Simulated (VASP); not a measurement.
# TePb (P1) in VASP: a series of runs

TePb is run at these levels: PBE; tasks: single point.

All numbers are computed with VASP 6.6.1; they aren't measurements. Logs are shortened: lines on timing, memory, paths and dates and some standing lists are left out, and cuts for length are marked.

## Step 1: The cell of the first run

The typed cell holds 2 atoms: a = 4.569 Å, b = 4.569 Å, c = 4.569 Å, α = 60.00°, β = 60.00°, γ = 60.00°.

## Step 2: Single point, PBE

Input file INCAR:

```
PREC = Accurate
ENCUT = 520
EDIFF = 1E-6
ISMEAR = 0
SIGMA = 0.01
LREAL = F
LASPH = T
NELM = 80
ALGO = Normal
ISIF = 2
LWAVE = F
LCHARG = F
GGA = PE
NBANDS = 17
```

Input file KPOINTS:

```
Automatic mesh
0
Gamma
  4 4 4
```

Input file POSCAR:

```
TePb
1.0
    0.0000000000      3.2310000000      3.2310000000
    3.2310000000      0.0000000000      3.2310000000
    3.2310000000      3.2310000000      0.0000000000
Te Pb
1 1
Direct
    0.5008537543      0.5043462457      0.4938462457
    0.0077300000      0.9963300000      0.9980100000
```

Potentials or basis: VASP PAW PBE potentials, release 64 (Te, Pb_d).

Run with:

```console
> cat potpaw_PBE.64/Te/POTCAR potpaw_PBE.64/Pb_d/POTCAR > POTCAR
> mpirun -np 1 vasp_std > vasp.out
```

OUTCAR:

```text
PREC = Accurate
   ENCUT = 520
   EDIFF = 1E-6
   ISMEAR = 0
   LREAL = F
   LASPH = T
   NELM = 80
   ISIF = 2
   GGA = PE

 ion  position               nearest neighbor table
   1  0.501  0.504  0.494-   2 3.20   2 3.22   2 3.23   2 3.23   2 3.24   2 3.27
   2  0.008  0.996  0.998-   1 3.20   1 3.22   1 3.23   1 3.23   1 3.24   1 3.27

  LATTYP: Found a face centered cubic cell.
 ALAT       =     6.4620000000

  Lattice vectors:

 A1 = (   0.0000000000,   3.2310000000,   3.2310000000)
 A2 = (   3.2310000000,   0.0000000000,   3.2310000000)
 A3 = (   3.2310000000,   3.2310000000,   0.0000000000)

Analysis of symmetry for initial positions (statically):
=====================================================================
 Subroutine PRICEL returns:
 Original cell was already a primitive cell.

 Routine SETGRP: Setting up the symmetry group for a
 face centered cubic supercell.

 Subroutine GETGRP returns: Found  1 space group operations
 (whereof  1 operations were pure point group operations)
 out of a pool of 48 trial point group operations.

The static configuration has the point symmetry C_1 .

Analysis of symmetry for dynamics (positions and initial velocities):
=====================================================================
 Subroutine PRICEL returns:
 Original cell was already a primitive cell.

 Routine SETGRP: Setting up the symmetry group for a
 face centered cubic supercell.

 Subroutine GETGRP returns: Found  1 space group operations
 (whereof  1 operations were pure point group operations)
 out of a pool of 48 trial point group operations.

The dynamic configuration has the point symmetry C_1 .

 Subroutine INISYM returns: Found  1 space group operations
 (whereof  1 operations are pure point group operations),
 and found     1 'primitive' translations

----------------------------------------------------------------------------------------

                                     Primitive cell

  volume of cell :      67.4592

  direct lattice vectors                    reciprocal lattice vectors
     0.000000000  3.231000000  3.231000000    -0.154750851  0.154750851  0.154750851
     3.231000000  0.000000000  3.231000000     0.154750851 -0.154750851  0.154750851
     3.231000000  3.231000000  0.000000000     0.154750851  0.154750851 -0.154750851

  length of vectors
     4.569324020  4.569324020  4.569324020     0.268036337  0.268036337  0.268036337

  position of ions in fractional coordinates (direct lattice)
     0.500853754  0.504346246  0.493846246
     0.007730000  0.996330000  0.998010000

  ion indices of the primitive-cell ions
   primitive index   ion index
                 1           1
                 2           2

----------------------------------------------------------------------------------------

 KPOINTS: Automatic mesh

Automatic generation of k-mesh.
 Grid dimensions read from file:
 generate k-points for:    4    4    4

 Generating k-lattice:

  Cartesian coordinates                     Fractional coordinates (reciprocal lattice)
    -0.038687713  0.038687713  0.038687713     0.250000000  0.000000000  0.000000000
     0.038687713 -0.038687713  0.038687713     0.000000000  0.250000000  0.000000000
     0.038687713  0.038687713 -0.038687713     0.000000000  0.000000000  0.250000000

  Length of vectors
     0.067009084  0.067009084  0.067009084

  Shift w.r.t. Gamma in fractional coordinates (k-lattice)
     0.000000000  0.000000000  0.000000000

 Subroutine IBZKPT returns following result:
 ===========================================

 Found     36 irreducible k-points:

 Following reciprocal coordinates:
            Coordinates               Weight
  0.000000  0.000000  0.000000      1.000000
  0.250000  0.000000  0.000000      2.000000
  0.000000  0.250000  0.000000      2.000000
  0.000000  0.000000  0.250000      2.000000
  0.250000  0.250000  0.250000      2.000000
  0.500000  0.000000  0.000000      1.000000
[... 16 lines left out ...]
  0.250000  0.500000  0.500000      2.000000
  0.500000  0.000000  0.250000      2.000000
 [... further k-points ...]
   k-points           NKPTS =     36   k-points in BZ     NKDIM =     36   number of bands    NBANDS=     17
   number of dos      NEDOS =    301   number of ions     NIONS =      2
   total plane-waves  NPLWV =  46656
   dimension x,y,z NGX =    36 NGY =   36 NGZ =   36
   dimension x,y,z NGXF=    72 NGYF=   72 NGZF=   72
   ions per type =               1   1
   NGX,Y,Z   is equivalent  to a cutoff of  13.10, 13.10, 13.10 a.u.
   NGXF,Y,Z  is equivalent  to a cutoff of  26.20, 26.20, 26.20 a.u.
 SYSTEM =  unknown system
   PREC   = accura    normal or accurate (medium, high low for compatibility)
   ISTART =      0    job   : 0-new  1-cont  2-samecut
   ICHARG =      2    charge: 1-file 2-atom 10-const
   ISPIN  =      1    spin polarized calculation?
   LNONCOLLINEAR =      F non collinear calculations
   LSORBIT =      F    spin-orbit coupling
   LASPH  =      T    aspherical Exc in radial PAW
   ENCUT  =  520.0 eV  38.22 Ry    6.18 a.u.   8.50  8.50  8.50*2*pi/ulx,y,z
   NELM   =     80;   NELMIN=  2; NELMDL= -5     # of ELM steps
   EDIFF  = 0.1E-05   stopping-criterion for ELM
   LREAL  =      F    real-space projection
   EDIFFG = 0.1E-04   stopping-criterion for IOM
   NSW    =      0    number of steps for IOM
   IBRION =     -1    ionic relax: 0-MD 1-quasi-New 2-CG
   NFREE  =      0    steps in history (QN), initial steepest desc. (CG)
   ISIF   =      2    stress and relaxation
   ISYM   =      2    0-nonsym 1-usesym 2-fastsym
   POTIM  = 0.5000    time-step for ionic-motion
   TEBEG  =    0.0;   TEEND  =   0.0 temperature during run
   PSTRESS=    0.0 pullay stress
   NELECT =      20.0000    total number of electrons
   NUPDOWN=      -1.0000    fix difference up-down
   EMIN   =  10.00;   EMAX   =-10.00  energy-range for DOS
   EFERMI =   0.00;   METHOD = LEGACY
   ISMEAR =     0;   SIGMA  =   0.01  broadening in eV -4-tet -1-fermi 0-gaus
   EFERMI_NEDOS =   21; number of points for ismear=-14 and -15
   IALGO  =     38    algorithm
   IMIX   =      4    mixing-type and parameters
     AMIX     =   0.40;   BMIX     =  1.00
     AMIX_MAG =   1.60;   BMIX_MAG =  1.00
  volume/ion in A,a.u.               =      33.73       227.62
  Fermi-wavevector in a.u.,A,eV,Ry     =   1.091619  2.062861 16.213147  1.191633
  Thomas-Fermi vector in A             =   2.227868
   LORBIT       =      0    0 simple, 1 ext, 2 COOP (PROOUT), +10 PAW based schemes
   GGA     = PE    functional components
   LHFCALC =     F    Hartree Fock is set to
   AEXX    =    0.0000 exact exchange contribution
   IVDW    =     0    specifies the selected vdW correction
   LEPSILON=     F    determine dielectric tensor
   LRPA    =     F    only Hartree local field effects (RPA)
 non-spin polarized calculation
 Gauss-broadening in eV      SIGMA  =   0.01
  energy-cutoff  :      520.00
  volume of cell :       67.46
 maximum number of plane-waves:      1837
 NGX is ok and might be reduce to    36
   NGX = 17   NGY = 17   NGZ = 17

 number of electron      20.0000001 magnetization

 Free energy of the ion-electron system (eV)
  ---------------------------------------------------
  ext. energy  EPLUGINS =         0.00000000
  ---------------------------------------------------
  free energy    TOTEN  =        -7.49391335 eV

  energy without entropy =       -7.49391335  energy(sigma->0) =       -7.49391335

 E-fermi :   5.7484     XC(G=0):  -9.3038

 val. band max:        5.6209863114   @ k =   0.5000   0.5000   0.5000
 cond. band min:       6.3595143639   @ k =   0.5000   0.5000   0.5000
 fundamental gap:      0.7385280525
 Fermi energy:         5.7483888018

 k-point     1 :       0.0000    0.0000    0.0000
  band No.  band energies     occupation
      1     -11.1031      2.00000
      2     -11.1031      2.00000
      3     -11.0936      2.00000
      4     -11.0934      2.00000
      5     -11.0933      2.00000
      6      -6.3985      2.00000
[... 9 lines left out ...]
     16      11.4263      0.00000
     17      12.9804      0.00000

 k-point     2 :       0.2500    0.0000    0.0000
  band No.  band energies     occupation
      1     -11.1102      2.00000
      2     -11.1102      2.00000
      3     -11.0921      2.00000
      4     -11.0852      2.00000
      5     -11.0851      2.00000
      6      -5.8792      2.00000
[... 9 lines left out ...]
     16      12.5098      0.00000
     17      15.9141      0.00000

 k-point     3 :       0.0000    0.2500    0.0000
  band No.  band energies     occupation
      1     -11.1102      2.00000
      2     -11.1101      2.00000
      3     -11.0921      2.00000
      4     -11.0852      2.00000
      5     -11.0851      2.00000
      6      -5.8794      2.00000
[... 9 lines left out ...]
     16      12.5099      0.00000
     17      15.9144      0.00000

 k-point     4 :       0.0000    0.0000    0.2500
  band No.  band energies     occupation
      1     -11.1102      2.00000
      2     -11.1102      2.00000
      3     -11.0921      2.00000
      4     -11.0852      2.00000
      5     -11.0851      2.00000
      6      -5.8790      2.00000
[... 9 lines left out ...]
     16      12.5092      0.00000
     17      15.9142      0.00000

 k-point     5 :       0.2500    0.2500    0.2500
  band No.  band energies     occupation
      1     -11.1102      2.00000
      2     -11.1102      2.00000
      3     -11.0921      2.00000
      4     -11.0852      2.00000
      5     -11.0851      2.00000
      6      -5.8790      2.00000
[... 9 lines left out ...]
     16      12.5088      0.00000
     17      15.9144      0.00000

 k-point     6 :       0.5000    0.0000    0.0000
  band No.  band energies     occupation
      1     -11.1180      2.00000
      2     -11.1180      2.00000
      3     -11.0911      2.00000
      4     -11.0761      2.00000
      5     -11.0760      2.00000
      6      -4.9644      2.00000
[... 9 lines left out ...]
     16      14.8643      0.00000
     17      14.8712      0.00000

 k-point     7 :       0.0000    0.5000    0.0000
  band No.  band energies     occupation
      1     -11.1180      2.00000
      2     -11.1180      2.00000
      3     -11.0911      2.00000
      4     -11.0761      2.00000
      5     -11.0760      2.00000
      6      -4.9650      2.00000
[... 9 lines left out ...]
     16      14.8647      0.00000
     17      14.8735      0.00000

 k-point     8 :       0.0000    0.0000    0.5000
  band No.  band energies     occupation
      1     -11.1181      2.00000
      2     -11.1180      2.00000
      3     -11.0910      2.00000
      4     -11.0761      2.00000
      5     -11.0760      2.00000
      6      -4.9633      2.00000
[... 9 lines left out ...]
     16      14.8636      0.00000
     17      14.8669      0.00000
[... 203 lines left out ...]
      1     -11.1404      2.00000
      2     -11.1042      2.00000
      3     -11.0935      2.00000
      4     -11.0768      2.00000
      5     -11.0726      2.00000
      6      -4.8662      2.00000
[... 9 lines left out ...]
     16      15.2789      0.00000
     17      16.0805      0.00000

 k-point    20 :       0.5000    0.5000    0.2500
  band No.  band energies     occupation
      1     -11.1404      2.00000
      2     -11.1042      2.00000
      3     -11.0935      2.00000
      4     -11.0768      2.00000
      5     -11.0726      2.00000
      6      -4.8657      2.00000
[... 9 lines left out ...]
     16      15.2788      0.00000
     17      16.0796      0.00000

 k-point    21 :       0.0000    0.2500    0.5000
  band No.  band energies     occupation
      1     -11.1404      2.00000
      2     -11.1042      2.00000
      3     -11.0935      2.00000
      4     -11.0768      2.00000
      5     -11.0726      2.00000
      6      -4.8657      2.00000
[... 9 lines left out ...]
     16      15.2777      0.00000
     17      16.0786      0.00000

 k-point    22 :      -0.2500    0.2500   -0.2500
  band No.  band energies     occupation
      1     -11.1404      2.00000
      2     -11.1042      2.00000
      3     -11.0937      2.00000
      4     -11.0767      2.00000
      5     -11.0725      2.00000
      6      -4.8656      2.00000
[... 9 lines left out ...]
     16      15.2787      0.00000
     17      16.0815      0.00000

 k-point    23 :       0.2500    0.5000    0.5000
  band No.  band energies     occupation
      1     -11.1404      2.00000
      2     -11.1042      2.00000
      3     -11.0935      2.00000
      4     -11.0768      2.00000
      5     -11.0726      2.00000
      6      -4.8655      2.00000
[... 9 lines left out ...]
     16      15.2781      0.00000
     17      16.0789      0.00000

 k-point    24 :       0.5000    0.0000    0.2500
  band No.  band energies     occupation
      1     -11.1404      2.00000
      2     -11.1042      2.00000
      3     -11.0937      2.00000
      4     -11.0767      2.00000
      5     -11.0725      2.00000
      6      -4.8653      2.00000
[... 9 lines left out ...]
     16      15.2785      0.00000
     17      16.0810      0.00000

 [... further k-points ...]

------------------------ aborting loop because EDIFF is reached ----------------------------------------

  FORCE on cell =-STRESS in cart. coord.  units (eV):
  Direction    XX          YY          ZZ          XY          YZ          ZX
  --------------------------------------------------------------------------------------
  -------------------------------------------------------------------------------------
  Total        0.8756546      0.8958031      0.8731409     -0.0012693     -0.0003433      0.0001334
  in kB       20.7970888     21.2756229     20.7373874     -0.0301462     -0.0081530      0.0031687
  external PRESSURE =      20.9366997 kB  Pullay stress =       0.0000000 kB

 VOLUME and BASIS-vectors are now :
 -----------------------------------------------------------------------------
  energy-cutoff  :      520.00
  volume of cell :       67.46
      direct lattice vectors                 reciprocal lattice vectors
     0.000000000  3.231000000  3.231000000    -0.154750851  0.154750851  0.154750851
     3.231000000  0.000000000  3.231000000     0.154750851 -0.154750851  0.154750851
     3.231000000  3.231000000  0.000000000     0.154750851  0.154750851 -0.154750851

 POSITION                                       TOTAL-FORCE (eV/Angst)
 -----------------------------------------------------------------------------------
      3.22516      3.21388      3.24780         0.002081     -0.005741      0.000588
      6.44371      3.24955      3.24412        -0.002081      0.005741     -0.000588
 -----------------------------------------------------------------------------------
    total drift:                               -0.000010      0.000031      0.000051

  FREE ENERGIE OF THE ION-ELECTRON SYSTEM (eV)
  ---------------------------------------------------
  free  energy   TOTEN  =        -7.4939133543 eV

  energy  without entropy=       -7.4939133543  energy(sigma->0) =       -7.49391335
```

Wall time 62 s (1 thread of Intel Xeon 8259CL, shared host); peak memory 0.22 GiB.

What came out:

```yaml
Free_energy: -7.4939 eV
Pressure: 2.1 GPa
Largest_force: 0.006 eV/Å
Band_gap_on_the_k_mesh: 0.74 eV
```

Forces in eV/Å, atoms in the order of the input:
```
Te   0.002 -0.006  0.001
Pb  -0.002  0.006 -0.001
```

Levels at points of the mesh, in eV from the valence-band top:
```csv
k point,band 6,band 7,band 8,band 9,band 10,band 11,band 12,band 13,band 14,band 15
"(0.00, 0.00, 0.00)",-12.02,-5.59,-1.35,-1.34,-1.34,4.07,4.07,4.08,5.80,5.80
"(0.50, 0.00, 0.00)",-10.59,-8.58,-0.89,-0.89,0.00,0.74,1.27,1.28,8.38,9.24
"(0.00, 0.50, 0.00)",-10.59,-8.58,-0.89,-0.89,0.00,0.74,1.27,1.28,8.38,9.24
"(0.00, 0.00, 0.50)",-10.58,-8.59,-0.89,-0.89,0.00,0.74,1.28,1.28,8.38,9.24
"(0.50, 0.50, 0.50)",-10.58,-8.59,-0.89,-0.89,0.00,0.74,1.28,1.28,8.39,9.24
"(0.50, 0.50, 0.00)",-10.34,-7.29,-4.50,-2.80,-2.80,3.28,5.48,5.49,6.71,10.10
"(0.00, 0.50, 0.50)",-10.34,-7.29,-4.50,-2.80,-2.80,3.28,5.48,5.48,6.71,10.10
"(0.50, 0.00, 0.50)",-10.33,-7.30,-4.49,-2.80,-2.80,3.29,5.48,5.48,6.71,10.10
```

Caveat: the k points lie up to 0.42 Å⁻¹ apart; spin-orbit coupling is left out, which moves the levels of the heavy elements. A k mesh can miss the band edges.

## Step 3: Single point, PBE

Input file INCAR:

```
SYSTEM = TePb
  ALGO = Normal
  EDIFF = 1E-6
  ENCUT = 520
  GGA = PE
  ISIF = 2
  ISMEAR = 0
  LASPH = .TRUE.
  LCHARG = .FALSE.
  LREAL = .FALSE.
  LWAVE = .FALSE.
  NBANDS = 17
  NELM = 100
  PREC = Accurate
  SIGMA = 0.01
```

Input file KPOINTS:

```
k-points
0
G
  4 4 4
  0 0 0
```

Edit POSCAR of step 2 so:

```diff
@@ -8,3 +8,3 @@
 Direct
-    0.5008537543      0.5043462457      0.4938462457
+    0.4969849830      0.5082150170      0.4977150170
     0.0077300000      0.9963300000      0.9980100000
```

Potentials or basis: VASP PAW PBE potentials, release 64 (Te, Pb_d).

Run with:

```console
> cat potpaw_PBE.64/Te/POTCAR potpaw_PBE.64/Pb_d/POTCAR > POTCAR
> mpirun -np 1 vasp_std > vasp.out
```

Run time: 67 s. Hardware: 1 thread of Intel Xeon 8259CL, shared host; peak memory 0.22 GiB.

It converged, with:

```yaml
Free_energy: -7.4940 eV
Pressure: 2.1 GPa
Largest_force: 0.007 eV/Å
Band_gap_on_the_k_mesh: 0.74 eV
```

Forces in eV/Å, atoms in the order of the input:
```
Te   0.005 -0.005  0.001
Pb  -0.005  0.005 -0.001
```

Levels at points of the mesh, in eV from the valence-band top:
```
           k point  band 8  band 9  band 10  band 11  band 12  band 13
(0.00, 0.00, 0.00)   -1.35   -1.34    -1.34     4.06     4.07     4.08
(0.50, 0.00, 0.00)   -0.90   -0.89    -0.01     0.75     1.27     1.28
(0.00, 0.50, 0.00)   -0.90   -0.89    -0.01     0.75     1.27     1.28
(0.00, 0.00, 0.50)   -0.90   -0.90     0.00     0.74     1.28     1.29
(0.50, 0.50, 0.50)   -0.90   -0.90     0.00     0.74     1.28     1.29
(0.50, 0.50, 0.00)   -4.50   -2.80    -2.79     3.27     5.48     5.49
(0.00, 0.50, 0.50)   -4.49   -2.80    -2.80     3.28     5.48     5.48
(0.50, 0.00, 0.50)   -4.49   -2.80    -2.80     3.28     5.48     5.48
```

Caveat: the k points lie up to 0.42 Å⁻¹ apart; spin-orbit coupling is left out, which moves the levels of the heavy elements. A k mesh can miss the band edges.

(Part 1 of 2 ends here.)
